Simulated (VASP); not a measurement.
# TiO2 (Fm-3m) in VASP: further runs

The runs below take TiO2 through single point, with PBE.

Everything below comes from runs of VASP 6.6.1. Logs are shortened: lines on timing, memory, paths and dates and some standing lists are left out, and cuts for length are marked.

### 1 The cell of the first run

Symmetry: Fm-3m, No. 225, cubic system. Conventional cell: a = 4.794 Å, b = 4.794 Å, c = 4.794 Å, α = 90.00°, β = 90.00°, γ = 90.00°. Within 2.7 Å of Ti (site symmetry m-3m) lie 8 O at 2.08 Å. O (site symmetry -43m) has 4 Ti at 2.08 Å and 6 O at 2.40 Å within 2.7 Å.

### 2 Single point, PBE

Input file INCAR:

```
SYSTEM = TiO2
ALGO     = Normal         ! electronic algorithm
EDIFF    = 1E-6           ! SCF threshold, eV
ENCUT    = 520            ! plane-wave cutoff, eV
GGA      = PE             ! functional
ISIF     = 2              ! what is computed and relaxed
ISMEAR   = 0              ! smearing method
LASPH    = .True.         ! aspherical terms in the spheres
LCHARG   = .False.        ! write CHGCAR
LREAL    = .False.        ! projectors in reciprocal space
LWAVE    = .False.        ! write WAVECAR
NBANDS   = 19             ! bands
NELM     = 60             ! most SCF steps
PREC     = Accurate       ! precision mode
SIGMA    = 0.01           ! smearing width, eV
```

Input file KPOINTS:

```
k-points
0
Gamma
  6 6 6
  0 0 0
```

Input file POSCAR:

```
TiO2
1.0
    0.0000000000      2.3968295068      2.3968295068
    2.3968295068      0.0000000000      2.3968295068
    2.3968295068      2.3968295068      0.0000000000
Ti O
1 2
Direct
    0.0000000000      0.0000000000      0.0000000000
    0.7500000000      0.7500000000      0.7500000000
    0.2500000000      0.2500000000      0.2500000000
```

Potentials or basis: VASP PAW PBE potentials, release 64 (Ti_sv, O).

The run is started by

```console
> cat potpaw_PBE.64/Ti_sv/POTCAR potpaw_PBE.64/O/POTCAR > POTCAR
> mpirun -np 1 vasp_std > vasp.out
```

OUTCAR:

```text
SYSTEM = TiO2
   EDIFF = 1E-6
   ENCUT = 520
   GGA = PE
   ISIF = 2
   ISMEAR = 0
   LASPH = .True.
   LREAL = .False.
   NELM = 60
   PREC = Accurate

 ion  position               nearest neighbor table
   1  0.000  0.000  0.000-   2 2.08   3 2.08   2 2.08   2 2.08   2 2.08   3 2.08   3 2.08   3 2.08

   2  0.750  0.750  0.750-   1 2.08   1 2.08   1 2.08   1 2.08
   3  0.250  0.250  0.250-   1 2.08   1 2.08   1 2.08   1 2.08

  LATTYP: Found a face centered cubic cell.
 ALAT       =     4.7936590136

  Lattice vectors:

 A1 = (   0.0000000000,   2.3968295068,   2.3968295068)
 A2 = (   2.3968295068,   0.0000000000,   2.3968295068)
 A3 = (   2.3968295068,   2.3968295068,   0.0000000000)

Analysis of symmetry for initial positions (statically):
=====================================================================
 Subroutine PRICEL returns:
 Original cell was already a primitive cell.

 Routine SETGRP: Setting up the symmetry group for a
 face centered cubic supercell.

 Subroutine GETGRP returns: Found 48 space group operations
 (whereof 48 operations were pure point group operations)
 out of a pool of 48 trial point group operations.

The static configuration has the point symmetry O_h .

Analysis of symmetry for dynamics (positions and initial velocities):
=====================================================================
 Subroutine PRICEL returns:
 Original cell was already a primitive cell.

 Routine SETGRP: Setting up the symmetry group for a
 face centered cubic supercell.

 Subroutine GETGRP returns: Found 48 space group operations
 (whereof 48 operations were pure point group operations)
 out of a pool of 48 trial point group operations.

The dynamic configuration has the point symmetry O_h .

 Subroutine INISYM returns: Found 48 space group operations
 (whereof 48 operations are pure point group operations),
 and found     1 'primitive' translations

----------------------------------------------------------------------------------------

                                     Primitive cell

  volume of cell :      27.5386

  direct lattice vectors                    reciprocal lattice vectors
     0.000000000  2.396829507  2.396829507    -0.208608914  0.208608914  0.208608914
     2.396829507  0.000000000  2.396829507     0.208608914 -0.208608914  0.208608914
     2.396829507  2.396829507  0.000000000     0.208608914  0.208608914 -0.208608914

  length of vectors
     3.389628795  3.389628795  3.389628795     0.361321238  0.361321238  0.361321238

  position of ions in fractional coordinates (direct lattice)
     0.000000000  0.000000000  0.000000000
     0.750000000  0.750000000  0.750000000
     0.250000000  0.250000000  0.250000000

  ion indices of the primitive-cell ions
   primitive index   ion index
                 1           1
                 2           2
                 3           3

----------------------------------------------------------------------------------------

 KPOINTS: k-points

Automatic generation of k-mesh.
 Grid dimensions read from file:
 generate k-points for:    6    6    6

 Generating k-lattice:

  Cartesian coordinates                     Fractional coordinates (reciprocal lattice)
    -0.034768152  0.034768152  0.034768152     0.166666667  0.000000000  0.000000000
     0.034768152 -0.034768152  0.034768152     0.000000000  0.166666667  0.000000000
     0.034768152  0.034768152 -0.034768152     0.000000000  0.000000000  0.166666667

  Length of vectors
     0.060220206  0.060220206  0.060220206

  Shift w.r.t. Gamma in fractional coordinates (k-lattice)
     0.000000000  0.000000000  0.000000000

 Subroutine IBZKPT returns following result:
 ===========================================

 Found     16 irreducible k-points:

 Following reciprocal coordinates:
            Coordinates               Weight
  0.000000  0.000000  0.000000      1.000000
  0.166667  0.000000  0.000000      8.000000
  0.333333  0.000000  0.000000      8.000000
  0.500000  0.000000  0.000000      4.000000
  0.166667  0.166667  0.000000      6.000000
  0.333333  0.166667  0.000000     24.000000
[... 8 lines left out ...]
 -0.333333  0.333333  0.166667     24.000000
 -0.333333  0.500000  0.166667     12.000000
   k-points           NKPTS =     16   k-points in BZ     NKDIM =     16   number of bands    NBANDS=     19
   number of dos      NEDOS =    301   number of ions     NIONS =      3
   total plane-waves  NPLWV =  21952
   dimension x,y,z NGX =    28 NGY =   28 NGZ =   28
   dimension x,y,z NGXF=    56 NGYF=   56 NGZF=   56
   ions per type =               1   2
   NGX,Y,Z   is equivalent  to a cutoff of  13.73, 13.73, 13.73 a.u.
   NGXF,Y,Z  is equivalent  to a cutoff of  27.47, 27.47, 27.47 a.u.
 SYSTEM =  TiO2
   PREC   = accura    normal or accurate (medium, high low for compatibility)
   ISTART =      0    job   : 0-new  1-cont  2-samecut
   ICHARG =      2    charge: 1-file 2-atom 10-const
   ISPIN  =      1    spin polarized calculation?
   LNONCOLLINEAR =      F non collinear calculations
   LSORBIT =      F    spin-orbit coupling
   LASPH  =      T    aspherical Exc in radial PAW
   ENCUT  =  520.0 eV  38.22 Ry    6.18 a.u.   6.30  6.30  6.30*2*pi/ulx,y,z
   NELM   =     60;   NELMIN=  2; NELMDL= -5     # of ELM steps
   EDIFF  = 0.1E-05   stopping-criterion for ELM
   LREAL  =      F    real-space projection
   EDIFFG = 0.1E-04   stopping-criterion for IOM
   NSW    =      0    number of steps for IOM
   IBRION =     -1    ionic relax: 0-MD 1-quasi-New 2-CG
   NFREE  =      0    steps in history (QN), initial steepest desc. (CG)
   ISIF   =      2    stress and relaxation
   ISYM   =      2    0-nonsym 1-usesym 2-fastsym
   POTIM  = 0.5000    time-step for ionic-motion
   TEBEG  =    0.0;   TEEND  =   0.0 temperature during run
   PSTRESS=    0.0 pullay stress
   NELECT =      24.0000    total number of electrons
   NUPDOWN=      -1.0000    fix difference up-down
   EMIN   =  10.00;   EMAX   =-10.00  energy-range for DOS
   EFERMI =   0.00;   METHOD = LEGACY
   ISMEAR =     0;   SIGMA  =   0.01  broadening in eV -4-tet -1-fermi 0-gaus
   EFERMI_NEDOS =   21; number of points for ismear=-14 and -15
   IALGO  =     38    algorithm
   IMIX   =      4    mixing-type and parameters
     AMIX     =   0.40;   BMIX     =  1.00
     AMIX_MAG =   1.60;   BMIX_MAG =  1.00
  volume/ion in A,a.u.               =       9.18        61.95
  Fermi-wavevector in a.u.,A,eV,Ry     =   1.563741  2.955042 33.270127  2.445285
  Thomas-Fermi vector in A             =   2.666467
   LORBIT       =      0    0 simple, 1 ext, 2 COOP (PROOUT), +10 PAW based schemes
   GGA     = PE    functional components
   LHFCALC =     F    Hartree Fock is set to
   AEXX    =    0.0000 exact exchange contribution
   IVDW    =     0    specifies the selected vdW correction
   LEPSILON=     F    determine dielectric tensor
   LRPA    =     F    only Hartree local field effects (RPA)
 non-spin polarized calculation
 Gauss-broadening in eV      SIGMA  =   0.01
  energy-cutoff  :      520.00
  volume of cell :       27.54
 maximum number of plane-waves:       754
 NGX is ok and might be reduce to    28
   NGX = 13   NGY = 13   NGZ = 13

 number of electron      23.9999996 magnetization

 Free energy of the ion-electron system (eV)
  ---------------------------------------------------
  ext. energy  EPLUGINS =         0.00000000
  ---------------------------------------------------
  free energy    TOTEN  =       -26.01703369 eV

  energy without entropy =      -26.01703369  energy(sigma->0) =      -26.01703369

 E-fermi :   7.5095     XC(G=0): -12.2433

 val. band max:        7.3971452279   @ k =   0.5000   0.5000   0.0000
 cond. band min:       8.5230785502   @ k =   0.0000   0.0000   0.0000
 fundamental gap:      1.1259333223
 Fermi energy:         7.5094654280

 k-point     1 :       0.0000    0.0000    0.0000
  band No.  band energies     occupation
      1     -50.3627      2.00000
      2     -26.4491      2.00000
      3     -26.4491      2.00000
      4     -26.4491      2.00000
      5     -12.3269      2.00000
      6      -8.4938      2.00000
[... 11 lines left out ...]
     18      15.0819      0.00000
     19      21.6304      0.00000

 k-point     2 :       0.1667    0.0000    0.0000
  band No.  band energies     occupation
      1     -50.3569      2.00000
      2     -26.5148      2.00000
      3     -26.4569      2.00000
      4     -26.4568      2.00000
      5     -12.0057      2.00000
      6      -8.8622      2.00000
[... 11 lines left out ...]
     18      16.0074      0.00000
     19      21.4411      0.00000

 k-point     3 :       0.3333    0.0000    0.0000
  band No.  band energies     occupation
      1     -50.3452      2.00000
      2     -26.6426      2.00000
      3     -26.4723      2.00000
      4     -26.4723      2.00000
      5     -11.2684      2.00000
      6      -9.5677      2.00000
[... 11 lines left out ...]
     18      17.4163      0.00000
     19      21.5400      0.00000

 k-point     4 :       0.5000    0.0000    0.0000
  band No.  band energies     occupation
      1     -50.3393      2.00000
      2     -26.7048      2.00000
      3     -26.4799      2.00000
      4     -26.4799      2.00000
      5     -10.7455      2.00000
      6     -10.0204      2.00000
[... 231 lines left out ...]
     18      18.2494      0.00000
     19      22.0874      0.00000

 k-point    15 :      -0.3333    0.3333    0.1667
  band No.  band energies     occupation
      1     -50.3335      2.00000
      2     -26.6481      2.00000
      3     -26.5864      2.00000
      4     -26.5089      2.00000
      5     -10.3472      2.00000
      6     -10.1614      2.00000
[... 11 lines left out ...]
     18      18.7216      0.00000
     19      22.8396      0.00000

 k-point    16 :      -0.3333    0.5000    0.1667
  band No.  band energies     occupation
      1     -50.3316      2.00000
      2     -26.6690      2.00000
      3     -26.5735      2.00000
      4     -26.5261      2.00000
      5     -10.2770      2.00000
      6     -10.1344      2.00000
[... 11 lines left out ...]
     18      19.0896      0.00000
     19      22.8124      0.00000

------------------------ aborting loop because EDIFF is reached ----------------------------------------

  FORCE on cell =-STRESS in cart. coord.  units (eV):
  Direction    XX          YY          ZZ          XY          YZ          ZX
  --------------------------------------------------------------------------------------
  -------------------------------------------------------------------------------------
  Total        1.1617442      1.1617442      1.1617442      0.0000000     -0.0000000     -0.0000000
  in kB       67.5895694     67.5895694     67.5895694      0.0000000     -0.0000000     -0.0000000
  external PRESSURE =      67.5895694 kB  Pullay stress =       0.0000000 kB

 VOLUME and BASIS-vectors are now :
 -----------------------------------------------------------------------------
  energy-cutoff  :      520.00
  volume of cell :       27.54
      direct lattice vectors                 reciprocal lattice vectors
     0.000000000  2.396829507  2.396829507    -0.208608914  0.208608914  0.208608914
     2.396829507  0.000000000  2.396829507     0.208608914 -0.208608914  0.208608914
     2.396829507  2.396829507  0.000000000     0.208608914  0.208608914 -0.208608914

 POSITION                                       TOTAL-FORCE (eV/Angst)
 -----------------------------------------------------------------------------------
      0.00000      0.00000      0.00000         0.000000     -0.000000      0.000000
      3.59524      3.59524      3.59524        -0.000000     -0.000000     -0.000000
      1.19841      1.19841      1.19841         0.000000      0.000000      0.000000
 -----------------------------------------------------------------------------------
    total drift:                                0.000000     -0.000000      0.000000

  FREE ENERGIE OF THE ION-ELECTRON SYSTEM (eV)
  ---------------------------------------------------
  free  energy   TOTEN  =       -26.0170336883 eV

  energy  without entropy=      -26.0170336883  energy(sigma->0) =      -26.01703369
```

It took 7.5 s on 1 thread of Intel Xeon 6975P-C (Granite Rapids), shared host; peak memory 0.15 GiB.

Results:

- Free energy: -26.0170 eV
- Pressure: 6.8 GPa
- Band gap on the k mesh: 1.13 eV (least direct gap 1.83 eV)

Levels at points of the mesh, in eV from the valence-band top:
| k point | band 8 | band 9 | band 10 | band 11 | band 12 | band 13 | band 14 | band 15 | band 16 | band 17 |
| --- | --- | --- | --- | --- | --- | --- | --- | --- | --- | --- |
| (0.00, 0.00, 0.00) | -6.03 | -6.03 | -0.87 | -0.87 | -0.87 | 1.13 | 1.13 | 5.38 | 5.38 | 5.38 |
| (0.50, 0.00, 0.00) | -4.94 | -3.39 | -3.28 | -2.54 | -2.54 | 1.48 | 1.48 | 2.87 | 4.97 | 4.97 |
| (0.50, 0.50, 0.00) | -4.63 | -4.63 | -2.11 | -2.11 | 0.00 | 1.83 | 1.84 | 2.89 | 4.17 | 4.17 |

Caveat: the cell stands under pressure.

(Part 1 of 2 ends here.)
